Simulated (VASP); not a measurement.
# AlN (wurtzite): single point with PBE

AlN (wurtzite):

```
CELL_PARAMETERS angstrom
3.12980 0.00000 0.00000
-1.56490 2.71049 0.00000
0.00000 0.00000 5.01732
ATOMIC_POSITIONS crystal
Al 0.33333 0.66667 0.00023
Al 0.66667 0.33333 0.50023
N 0.33333 0.66667 0.38177
N 0.66667 0.33333 0.88177
```

| Property | Result |
| --- | --- |
| Program | VASP 6.6.1 |
| Task | single point |
| Functional | PBE |
| Potentials or basis | VASP PAW PBE potentials, release 64 (Al, N) |
| Cutoff | 520 eV |
| k mesh | 8 × 8 × 5 |
| Occupations | gaussian, width 0.01 eV |
| Spin | no spin polarisation |
| Dipole correction | no |
| Further INCAR settings | ALGO = Normal; EDIFF = 1e-07; NBANDS = 16 |

```
Pressure               : -0.2 GPa
Band gap on the k mesh : 4.05 eV, direct
```

Levels at points of the mesh, in eV from the valence-band top:
```tsv
k point	band 4	band 5	band 6	band 7	band 8	band 9	band 10	band 11	band 12	band 13
(0.00, 0.00, 0.00)	-0.85	-0.85	-0.20	-0.20	0.00	4.05	6.51	10.46	11.03	11.03
(0.50, 0.00, 0.00)	-4.12	-3.30	-2.05	-1.74	-0.68	5.76	5.76	8.03	10.15	10.81
```

Run time: 21 s on 1 thread of Intel Xeon 8259CL, on a shared host, peak memory 0.16 GiB.
